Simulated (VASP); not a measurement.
CsCl: relaxation of cell and atoms with RPBE

The system is CsCl.

```
Cs Cl
1.0
     4.12300    0.00000    0.00000
     0.00000    4.12300    0.00000
     0.00000    0.00000    4.12300
Cs Cl
1 1
Direct
  0.00000 0.00000 0.00000
  0.50000 0.50000 0.50000
```

```yaml
Program: VASP 6.6.1
Task: relaxation of cell and atoms
Functional: RPBE
Potentials_or_basis: VASP PAW PBE potentials, release 64 (Cs_sv, Cl)
Cutoff: 500 eV
k_mesh: 6 × 6 × 6
Occupations: gaussian, width 0.01 eV
Spin: no spin polarisation
Dipole_correction: no
Further_INCAR_settings: ALGO = Normal; EDIFF = 1e-07; IBRION = 2; EDIFFG = -0.002; NSW = 100; ISIF = 3
```

```
Relaxed volume                        : 42.08 Å³/atom
Relaxed cell                          : a = 4.382 Å, b = 4.382 Å, c = 4.382 Å, α = 90.00°, β = 90.00°, γ = 90.00°
Space group after relaxing (to 0.1 Å) : Pm-3m (No. 221)
Energy gained by relaxing             : 52.1 meV/atom
Ionic steps                           : 6
Pressure after relaxing               : 0.0 GPa
Band gap on the k mesh                : 4.82 eV (least direct gap 4.83 eV)
```

Step by step:
```tsv
step	energy change (eV)	largest force (eV/Å)	pressure (GPa)	volume (Å³)
1	0.0000	0.0000	2.84	70.09
2	-0.0790	0.0000	1.18	76.58
3	-0.1030	0.0000	0.23	82.30
4	-0.1043	0.0000	0.03	83.89
5	-0.1043	0.0000	-0.01	84.18
6	-0.1043	0.0000	0.00	84.15
```

Final structure:
```yaml
crystal:
  lattice:
    - [4.38214, 0.00000, 0.00000]
    - [0.00000, 4.38214, 0.00000]
    - [0.00000, 0.00000, 4.38214]
  atoms:
    - { symbol: Cs, position: [0.00000, 0.00000, 0.00000] }
    - { symbol: Cl, position: [0.50000, 0.50000, 0.50000] }
```

Levels at points of the mesh, in eV from the valence-band top:
| k point | band 6 | band 7 | band 8 | band 9 | band 10 | band 11 |
| --- | --- | --- | --- | --- | --- | --- |
| (0.00, 0.00, 0.00) | -0.01 | -0.01 | -0.01 | 4.82 | 5.64 | 5.64 |
| (0.50, 0.00, 0.00) | -0.81 | -0.12 | -0.12 | 6.40 | 6.94 | 8.03 |
| (0.50, 0.50, 0.00) | -0.37 | -0.37 | 0.00 | 5.93 | 6.02 | 7.78 |
| (0.50, 0.50, 0.50) | -0.70 | -0.70 | -0.70 | 7.85 | 7.85 | 7.85 |

It took 61 s on 1 thread of Intel(R) Xeon(R) Platinum 8259CL CPU @ 2.50GHz (Skylake/Cascade Lake) (shared host), peak memory 0.18 GiB.

Caveat: the volume moved by over 15 % at a fixed basis, so the end points are rough; the PAW data sets were made with another functional, which shifts forces and pressure a little; spin-orbit coupling is left out, which moves the levels of the heavy elements. RPBE and its kin give volumes clearly too large for solids.
